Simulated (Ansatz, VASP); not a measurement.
**Two plane-wave programs on InSb**

INCAR

```
SYSTEM = InSb
PREC = Accurate
ENCUT = 520
EDIFF = 1E-8
ISMEAR = -1
SIGMA = 0.05
LREAL = .False.
LASPH = .True.
NELM = 60
ALGO = Normal
ISIF = 2
LWAVE = .False.
LCHARG = .False.
LEFG = .True.
NBANDS = 26
```

The input KPOINTS:

```
Automatic mesh
0
Gamma
  9 8 15
  0 0 0
```

Contents of POSCAR:

```
InSb
1.0
    5.3570000000      0.0000000000      0.0000000000
    0.0000000000      5.7120000000      0.0000000000
    0.0000000000      0.0000000000      3.0630000000
In Sb
2 2
Direct
    0.0000000000      0.0000000000      0.0000000000
    0.5000000000      0.5000000000      0.0000000000
    0.5000000000      0.0000000000      0.8350000000
    0.0000000000      0.5000000000      0.1650000000
```

Input for Ansatz:

```yaml
crystal:
  lattice:
    - [5.357, 0.0, 0.0]
    - [0.0, 5.712, 0.0]
    - [0.0, 0.0, 3.063]
  atoms:
    - { symbol: In, position: [0.0, 0.0, 0.0] }
    - { symbol: In, position: [0.5, 0.5, 0.0] }
    - { symbol: Sb, position: [0.5, 0.0, 0.835] }
    - { symbol: Sb, position: [0.0, 0.5, 0.165] }
kpoints:
  mp_grid: { grid: [9, 8, 15] }
scf:
  occupations: { method: fermi_dirac, width: 0.05 }
  mixing: { preconditioner: ldos }
hamiltonian:
  xc: lda
  pseudopotentials: { kind: paw }
output:
  forces: true
  stress: true
  populations: true
  efg:
    quadrupole_moments_barn: { In: 0.772, Sb: -0.543 }
    contact_densities: true
```

Alike in both runs: task electric field gradients; functional LDA; k mesh 9 × 8 × 15; occupations fermi-dirac, width 0.05 eV; no spin polarisation.

|  | VASP | Ansatz |
| --- | --- | --- |
| version | VASP 6.6.1 | Ansatz 0.2.0 |
| potentials or method | VASP PAW LDA potentials, release 64 (In_d, Sb) | plane-wave PAW, scalar-relativistic |
| plane-wave cutoff (eV) | 520 | 420 |
| valence electrons in the cell | 36 | 56 |

VASP gave:

* pressure (GPa): 11.6
* traceless stress, the component that is largest in VASP (GPa): 9.31
* rms of the force components (eV/Å): 0.266
* size of Vzz on the site where it differs most (V/Å²): 74.9

Task: Estimate Ansatz's values.

Result: Pressure (GPa): 11.3; traceless stress, the component that is largest in VASP (GPa): 9.29; rms of the force components (eV/Å): 0.263; size of Vzz on the site where it differs most (V/Å²): 65.3.

LDA's correlation is that of Perdew and Zunger in VASP and of Perdew and Wang (1992) in Ansatz. Atom by atom the forces differ by 0.002 eV/Å (rms over components). VASP's potentials hold 36 valence electrons a cell and Ansatz's 56, so a difference there can come from the potentials and not from the codes.

Neither program's run includes spin-orbit coupling.
